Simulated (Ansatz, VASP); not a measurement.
Two plane-wave programs on MgO

File INCAR:

```
SYSTEM = MgO
PREC = Accurate ; ENCUT = 520
EDIFF = 1E-6 ; ISMEAR = 0
SIGMA = 0.05 ; LREAL = .FALSE.
LASPH = .TRUE. ; NELM = 100
ALGO = Normal ; ISIF = 2
LWAVE = .FALSE. ; LCHARG = .TRUE.
GGA = PS ; LELF = .TRUE.
LVHAR = .TRUE. ; NBANDS = 11
```

The input KPOINTS:

```
Automatic mesh
0
G
  10 10 10
  0 0 0
```

File POSCAR:

```
MgO
1.0
    0.0000000000      2.1602858632      2.1602858632
    2.1602858632      0.0000000000      2.1602858632
    2.1602858632      2.1602858632      0.0000000000
Mg O
1 1
Direct
    0.0189270304      0.0189270304     -0.0189270304
    0.4712468609      0.4712468609      0.5287531391
```

Input for Ansatz:

```yaml
crystal:
  lattice:
    - [0.0, 2.1602858632, 2.1602858632]
    - [2.1602858632, 0.0, 2.1602858632]
    - [2.1602858632, 2.1602858632, 0.0]
  atoms:
    - { symbol: Mg, position: [0.0189270304, 0.0189270304, -0.0189270304] }
    - { symbol: O, position: [0.4712468609, 0.4712468609, 0.5287531391] }
basis:
  ecutwfc: 520.0
kpoints:
  mp_grid: { grid: [10, 10, 10] }
hamiltonian:
  xc: pbesol
  pseudopotentials: { kind: paw, azcp: { folder: soft_1 } }
scf:
  occupations: { method: gaussian, width: 0.05 }
output:
  forces: true
  stress: true
  eigenvalues: true
  write_density: true
  write_potential: true
  elf: true
  volumetric_format: npy
```

Change from the starting cell: mode 6 frozen in at -0.121 Å, equal normal strain along x, y and z +0.0250.

Alike in both runs: task single point; functional PBEsol; k mesh 10 × 10 × 10; occupations gaussian, width 0.05 eV; no spin polarisation.

|  | VASP | Ansatz |
| --- | --- | --- |
| version | VASP 6.6.1 | Ansatz 0.2.0 |
| potentials or method | VASP PAW PBE potentials, release 64 (Mg, O), cutoff 520 eV | scalar-relativistic, plane waves, PAW |
| valence electrons in the cell | 8 | 16 |

```tsv
	VASP	Ansatz	Ansatz less VASP
gap on the k mesh at the Fermi level (eV)	3.93	3.94	+0.007
least direct gap on the mesh (eV)	3.93	3.94	+0.007
pressure (GPa)	-7.1	-6.7	+0.41
traceless stress, the component that is largest in VASP (GPa)	7.72	7.60	-0.125
rms of the force components (eV/Å)	0.591	0.586	-0.0053
```

VASP's potentials were made for PBE, not for PBEsol, and Ansatz warns of the same on its side. Atom by atom the forces differ by 0.005 eV/Å (rms over components). VASP's potentials hold 8 valence electrons a cell and Ansatz's 16, so a difference there can come from the potentials and not from the codes.
